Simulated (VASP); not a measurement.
Write the native input for VASP 6.6.1 that does the following.

| Item | Value |
| --- | --- |
| Task | single point |
| Functional | PBE |
| Potentials or basis | VASP PAW PBE potentials, release 64 (Al, Ga_d, N) |
| Cutoff | 520 eV |
| k mesh | 8 × 8 × 2 |
| Occupations | gaussian, width 0.01 eV |
| Spin | no spin polarisation |
| Dipole correction | no |
| Further INCAR settings | LREAL = Auto; ALGO = Normal; EDIFF = 1e-07; NBANDS = 61 |

The structure of Al5Ga3N8 lies in POSCAR:

```
Al5Ga3N8
1.0
    3.1298000000      0.0000000000      0.0000000000
   -1.5649000000      2.7104863088      0.0000000000
    0.0000000000      0.0000000000     20.5323126768
Al Ga N
5 3 8
Direct
    0.6666666667      0.3333333333      0.3850836723
    0.3333333333      0.6666666667      0.5075252173
    0.6666666667      0.3333333333      0.6298949283
    0.3333333333      0.6666666667      0.7522697514
    0.6666666667      0.3333333333      0.8745366292
    0.3333333333      0.6666666667      0.0009255689
    0.6666666667      0.3333333333      0.1301109583
    0.3333333333      0.6666666667      0.2595091164
    0.3333333333      0.6666666667      0.0971299241
    0.6666666667      0.3333333333      0.2263542588
    0.3333333333      0.6666666667      0.3561200907
    0.6666666667      0.3333333333      0.4780500480
    0.3333333333      0.6666666667      0.6004310223
    0.6666666667      0.3333333333      0.7227977866
    0.3333333333      0.6666666667      0.8451822736
    0.6666666667      0.3333333333      0.9674121138
```

The input as run:

INCAR

```
SYSTEM = Al5Ga3N8
PREC = Accurate
ENCUT = 520
EDIFF = 1E-7
ISMEAR = 0
SIGMA = 0.01
LREAL = Auto
LASPH = .TRUE.
NELM = 60
ALGO = Normal
ISIF = 2
LWAVE = .FALSE.
LCHARG = .FALSE.
GGA = PE
NBANDS = 61
```

KPOINTS

```
regular mesh
0
G
  8 8 2
  0 0 0
```

Potentials or basis: VASP PAW PBE potentials, release 64 (Al, Ga_d, N).

The run is started by

```sh
$ cat potpaw_PBE.64/Al/POTCAR potpaw_PBE.64/Ga_d/POTCAR potpaw_PBE.64/N/POTCAR > POTCAR
$ mpirun -np 1 vasp_std > vasp.out
```

Results of the run:

```
Pressure               : 3.0 GPa
Largest force          : 0.017 eV/Å
Band gap on the k mesh : 2.53 eV
```

It took 6.5 min on 1 thread of Intel(R) Xeon(R) Platinum 8259CL CPU @ 2.50GHz (Skylake/Cascade Lake) (shared host), peak memory 0.36 GiB.
